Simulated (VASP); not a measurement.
Crystal: MnRh.

```
Mn Rh
1.0
     3.04400    0.00000    0.00000
     0.00000    3.04400    0.00000
     0.00000    0.00000    3.04400
Mn Rh
1 1
Direct
  0.00000 0.00000 0.00000
  0.50000 0.50000 0.50000
```

Base run:

* Program: VASP 6.6.1
* Functional: LDA
* Potentials or basis: VASP PAW LDA potentials, release 64 (Mn_pv, Rh_pv)
* Cutoff: 500 eV
* k mesh: 9 × 9 × 9
* Occupations: fermi-dirac, width 0.05 eV
* Spin: collinear spin, ferromagnetic start
* Starting moments: [4.06, 0.91] μB
* Fixed moment: 4.8 μB

Its results: pressure -10.0 GPa; site moments Mn +3.68; Rh +0.86 μB.

Q: The run is repeated on the same cell with these changes: fixed moment from 4.8 μB to 3.6 μB; moments at the start from [4.06, 0.91] to [3.49, 0.38]. What comes out?

A: Pressure -19.4 GPa; site moments Mn +3.14; Rh +0.37 μB.

Caveats: the cell stands under tension; the total moment is fixed, so each spin has its own Fermi level and the state may be an excited one.
